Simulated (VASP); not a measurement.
# Au (I4/mmm) in VASP: a series of runs

The runs below take Au through single point, with r2SCAN.

Everything below comes from runs of VASP 6.6.1. Logs are shortened: lines on timing, memory, paths and dates and some standing lists are left out, and cuts for length are marked.

### 1 The cell of the first run

Symmetry: I4/mmm, No. 139, tetragonal system. Conventional cell: a = 3.215 Å, b = 3.215 Å, c = 3.364 Å, α = 90.00°, β = 90.00°, γ = 90.00°. Au (site symmetry 4/mmm) has 14 Au at 2.83 to 3.36 Å within 3.7 Å.

### 2 Single point, r2SCAN (strain -0.030 along x and y, +0.015 along z)

POSCAR

```
Au
1.0
   -1.6075509300      1.6075509300      1.6821280350
    1.6075509300     -1.6075509300      1.6821280350
    1.6075509300      1.6075509300     -1.6821280350
Au
1
Direct
    0.0000000000      0.0000000000      0.0000000000
```

INCAR.step1

```
SYSTEM = Au
PREC     = Accurate       ! precision mode
ENCUT    = 520            ! plane-wave cutoff, eV
ISMEAR   = 0              ! smearing method
SIGMA    = 0.15           ! smearing width, eV
LREAL    = .False.        ! projectors in reciprocal space
LASPH    = .True.         ! aspherical terms in the spheres
NELM     = 100            ! most SCF steps
NBANDS   = 12             ! bands
GGA      = PE             ! functional
ALGO     = Normal         ! electronic algorithm
EDIFF    = 1E-4           ! SCF threshold, eV
LWAVE    = .True.         ! write WAVECAR
LCHARG   = .False.        ! write CHGCAR
```

INCAR.step2

```
SYSTEM = Au
PREC     = Accurate       ! precision mode
ENCUT    = 520            ! plane-wave cutoff, eV
EDIFF    = 1E-7           ! SCF threshold, eV
ISMEAR   = 0              ! smearing method
SIGMA    = 0.15           ! smearing width, eV
LREAL    = .False.        ! projectors in reciprocal space
LASPH    = .True.         ! aspherical terms in the spheres
NELM     = 100            ! most SCF steps
ALGO     = Normal         ! electronic algorithm
ISIF     = 2              ! what is computed and relaxed
LWAVE    = .False.        ! write WAVECAR
LCHARG   = .True.         ! write CHGCAR
METAGGA  = R2SCAN         ! meta-GGA
LMIXTAU  = .True.       
LELF     = .True.         ! ELF
LVHAR    = .True.       
NBANDS   = 12             ! bands
ISTART   = 1
```

KPOINTS

```
regular mesh
0
Gamma
  20 20 20
  0 0 0
```

Potentials or basis: VASP PAW PBE potentials, release 64 (Au).

Started as:

```sh
cat potpaw_PBE.64/Au/POTCAR > POTCAR
cp INCAR.step1 INCAR
mpirun -np 1 vasp_std > vasp.out
cp INCAR.step2 INCAR
mpirun -np 1 vasp_std > vasp.out
```

OUTCAR:

```text
SYSTEM = Au
   PREC = Accurate
   ENCUT = 520
   EDIFF = 1E-7
   ISMEAR = 0
   LREAL = .False.
   LASPH = .True.
   NELM = 100
   ISIF = 2
   METAGGA = R2SCAN
   ISTART = 1

 ion  position               nearest neighbor table
   1  0.000  0.000  0.000-

  LATTYP: Found a body centered tetragonal cell.
 ALAT       =     3.2151018600
 C/A-ratio  =     1.0463917526

  Lattice vectors:

 A1 = (  -1.6075509300,   1.6075509300,   1.6821280350)
 A2 = (   1.6075509300,  -1.6075509300,   1.6821280350)
 A3 = (   1.6075509300,   1.6075509300,  -1.6821280350)

Analysis of symmetry for initial positions (statically):
=====================================================================
 Subroutine PRICEL returns:
 Original cell was already a primitive cell.

 Routine SETGRP: Setting up the symmetry group for a
 body centered tetragonal supercell.

 Subroutine GETGRP returns: Found 16 space group operations
 (whereof 16 operations were pure point group operations)
 out of a pool of 16 trial point group operations.

The static configuration has the point symmetry D_4h.

Analysis of symmetry for dynamics (positions and initial velocities):
=====================================================================
 Subroutine PRICEL returns:
 Original cell was already a primitive cell.

 Routine SETGRP: Setting up the symmetry group for a
 body centered tetragonal supercell.

 Subroutine GETGRP returns: Found 16 space group operations
 (whereof 16 operations were pure point group operations)
 out of a pool of 16 trial point group operations.

The dynamic configuration has the point symmetry D_4h.

 Subroutine INISYM returns: Found 16 space group operations
 (whereof 16 operations are pure point group operations),
 and found     1 'primitive' translations

----------------------------------------------------------------------------------------

                                     Primitive cell

  volume of cell :      17.3880

  direct lattice vectors                    reciprocal lattice vectors
    -1.607550930  1.607550930  1.682128035     0.000000000  0.311032136  0.297242534
     1.607550930 -1.607550930  1.682128035     0.311032136  0.000000000  0.297242534
     1.607550930  1.607550930 -1.682128035     0.311032136  0.311032136  0.000000000

  length of vectors
     2.828072614  2.828072614  2.828072614     0.430225655  0.430225655  0.439865866

  position of ions in fractional coordinates (direct lattice)
     0.000000000  0.000000000  0.000000000

  ion indices of the primitive-cell ions
   primitive index   ion index
[... 83 lines left out ...]
   PSTRESS=    0.0 pullay stress
   NELECT =      11.0000    total number of electrons
   NUPDOWN=      -1.0000    fix difference up-down
   EMIN   =  10.00;   EMAX   =-10.00  energy-range for DOS
   EFERMI =   0.00;   METHOD = LEGACY
   ISMEAR =     0;   SIGMA  =   0.15  broadening in eV -4-tet -1-fermi 0-gaus
   EFERMI_NEDOS =   21; number of points for ismear=-14 and -15
   IALGO  =     38    algorithm
   IMIX   =      4    mixing-type and parameters
     AMIX     =   0.40;   BMIX     =  1.00
     AMIX_MAG =   1.60;   BMIX_MAG =  1.00
  volume/ion in A,a.u.               =      17.39       117.34
  Fermi-wavevector in a.u.,A,eV,Ry     =   1.405366  2.655757 26.872249  1.975055
  Thomas-Fermi vector in A             =   2.527835
   LORBIT       =      0    0 simple, 1 ext, 2 COOP (PROOUT), +10 PAW based schemes
   METAGGA = R2SCAN    functional components
   LHFCALC =     F    Hartree Fock is set to
   AEXX    =    0.0000 exact exchange contribution
   IVDW    =     0    specifies the selected vdW correction
   LEPSILON=     F    determine dielectric tensor
   LRPA    =     F    only Hartree local field effects (RPA)
 non-spin polarized calculation
 Gauss-broadening in eV      SIGMA  =   0.15
  energy-cutoff  :      520.00
  volume of cell :       17.39
 maximum number of plane-waves:       480
 NGX is ok and might be reduce to    24
   NGX = 11   NGY = 11   NGZ = 11

 number of electron      11.0000000 magnetization

 Free energy of the ion-electron system (eV)
  ---------------------------------------------------
  ext. energy  EPLUGINS =         0.00000000
  ---------------------------------------------------
  free energy    TOTEN  =       -50.57501724 eV

  energy without entropy =      -50.57187587  energy(sigma->0) =      -50.57344656

 E-fermi :   9.0741     XC(G=0): -13.4834

 val. band max:        9.0470980242   @ k =  -0.2500  -0.3500   0.1500
 cond. band min:       9.0877077877   @ k =   0.4000   0.1000  -0.0000
 fundamental gap:      0.0406097634
 Fermi energy:         9.0740666850

 k-point     1 :       0.0000    0.0000    0.0000
  band No.  band energies     occupation
      1      -0.8605      2.00000
      2       3.8824      2.00000
      3       3.8824      2.00000
      4       4.1657      2.00000
      5       5.7045      2.00000
      6       6.0270      2.00000
      7      25.9054      0.00000
      8      26.6921      0.00000
      9      26.6921      0.00000
     10      32.9120      0.00000
     11      34.4737      0.00000
     12      34.4737      0.00000
[... 331 lines left out ...]
 k-point    24 :      -0.3500    0.0500    0.0000
  band No.  band energies     occupation
      1       1.6299      2.00000
      2       3.2702      2.00000
      3       4.8050      2.00000
      4       5.5168      2.00000
      5       6.0663      2.00000
      6       6.4594      2.00000
      7      18.0173      0.00000
      8      23.5822      0.00000
      9      25.8140      0.00000
     10      30.2884      0.00000
     11      31.4330      0.00000
     12      32.6375      0.00000

 [... further k-points ...]

------------------------ aborting loop because EDIFF is reached ----------------------------------------

  FORCE on cell =-STRESS in cart. coord.  units (eV):
  Direction    XX          YY          ZZ          XY          YZ          ZX
  --------------------------------------------------------------------------------------
  -------------------------------------------------------------------------------------
  Total        0.2176450      0.2176450      0.2448863      0.0000000     -0.0000000      0.0000000
  in kB       20.0544492     20.0544492     22.5645452      0.0000000     -0.0000000      0.0000000
  external PRESSURE =      20.8911479 kB  Pullay stress =       0.0000000 kB

 VOLUME and BASIS-vectors are now :
 -----------------------------------------------------------------------------
  energy-cutoff  :      520.00
  volume of cell :       17.39
      direct lattice vectors                 reciprocal lattice vectors
    -1.607550930  1.607550930  1.682128035     0.000000000  0.311032136  0.297242534
     1.607550930 -1.607550930  1.682128035     0.311032136  0.000000000  0.297242534
     1.607550930  1.607550930 -1.682128035     0.311032136  0.311032136  0.000000000

 POSITION                                       TOTAL-FORCE (eV/Angst)
 -----------------------------------------------------------------------------------
      0.00000      0.00000      0.00000         0.000000     -0.000000      0.000000
 -----------------------------------------------------------------------------------
    total drift:                               -0.000000      0.000000      0.000000

  FREE ENERGIE OF THE ION-ELECTRON SYSTEM (eV)
  ---------------------------------------------------
  free  energy   TOTEN  =       -50.5750172435 eV

  energy  without entropy=      -50.5718758702  energy(sigma->0) =      -50.57344656
```

OUTCAR.step1:

```text
SYSTEM = Au
   PREC = Accurate
   ENCUT = 520
   ISMEAR = 0
   LREAL = .False.
   LASPH = .True.
   NELM = 100
[... 578 lines left out ...]
 -----------------------------------------------------------------------------------
      0.00000      0.00000      0.00000         0.000000      0.000000      0.000000
 -----------------------------------------------------------------------------------
    total drift:                                0.000000      0.000000     -0.000000

  FREE ENERGIE OF THE ION-ELECTRON SYSTEM (eV)
  ---------------------------------------------------
  free  energy   TOTEN  =        -3.1928921592 eV

  energy  without entropy=       -3.1897575859  energy(sigma->0) =       -3.19132487
```

It took 4.3 min on 1 thread of Intel Xeon Platinum 8488C (Sapphire Rapids), shared host; peak memory 0.25 GiB.

Results:

- Free energy: -50.5750 eV
- Pressure: 2.1 GPa
- Band gap on the k mesh: zero (an odd number of electrons rules out a gap without spin polarisation)

Levels at points of the mesh, in eV from the Fermi level:
```tsv
k point	band 4	band 5	band 6	band 7	band 8	band 9
(0.00, 0.00, 0.00)	-4.91	-3.37	-3.05	16.83	17.62	17.62
(0.50, 0.00, 0.00)	-2.99	-1.66	-0.53	3.39	13.25	14.68
(0.50, 0.50, 0.00)	-2.89	-1.59	-0.27	3.77	12.59	13.61
(0.50, 0.50, 0.50)	-1.97	-1.97	5.69	7.02	7.02	9.74
```

Caveat: the cell differs from its parent crystal (strain -0.030 along x and y, +0.015 along z); the PAW data sets were made with another functional, which shifts forces and pressure a little; spin-orbit coupling is left out, which moves the levels of the heavy elements.

### 3 Single point, r2SCAN (strain -0.030 along x and y, +0.030 along z)

POSCAR

```
Au
1.0
   -1.6075509300      1.6075509300      1.7069870700
    1.6075509300     -1.6075509300      1.7069870700
    1.6075509300      1.6075509300     -1.7069870700
Au
1
Direct
    0.0000000000      0.0000000000      0.0000000000
```

INCAR.step1 is that of step 2.

INCAR.step2, as its differences from that of step 2:

```diff
@@ -3,3 +3,3 @@
 ENCUT    = 520            ! plane-wave cutoff, eV
-EDIFF    = 1E-7           ! SCF threshold, eV
+EDIFF    = 1E-6           ! SCF threshold, eV
 ISMEAR   = 0              ! smearing method
```

KPOINTS

```
Automatic mesh
0
Gamma
  20 20 20
  0 0 0
```

Potentials or basis: VASP PAW PBE potentials, release 64 (Au).

Started as:

```sh
cat potpaw_PBE.64/Au/POTCAR > POTCAR
cp INCAR.step1 INCAR
mpirun -np 1 vasp_std > vasp.out
cp INCAR.step2 INCAR
mpirun -np 1 vasp_std > vasp.out
```

Wall time 3.7 min (1 thread of Intel Xeon Platinum 8488C (Sapphire Rapids), shared host); peak memory 0.25 GiB.

Results (log left out):

```
Free energy            : -50.5770 eV
Pressure               : -0.2 GPa
Band gap on the k mesh : zero (an odd number of electrons rules out a gap without spin polarisation)
```

Stress tensor (GPa, compression positive):
```
-0.33  0.00  0.00
 0.00 -0.33  0.00
 0.00  0.00  0.06
```

Levels at points of the mesh, in eV from the Fermi level:
```tsv
k point	band 4	band 5	band 6	band 7	band 8	band 9
(0.00, 0.00, 0.00)	-4.77	-3.39	-2.98	16.68	17.68	17.68
(0.50, 0.00, 0.00)	-2.94	-1.68	-0.49	3.26	13.32	14.68
(0.50, 0.50, 0.00)	-2.83	-1.59	-0.15	3.76	12.43	13.29
(0.50, 0.50, 0.50)	-1.96	-1.96	5.40	7.15	7.15	9.48
```

Caveat: the cell differs from its parent crystal (strain -0.030 along x and y, +0.030 along z); the PAW data sets were made with another functional, which shifts forces and pressure a little; spin-orbit coupling is left out, which moves the levels of the heavy elements.
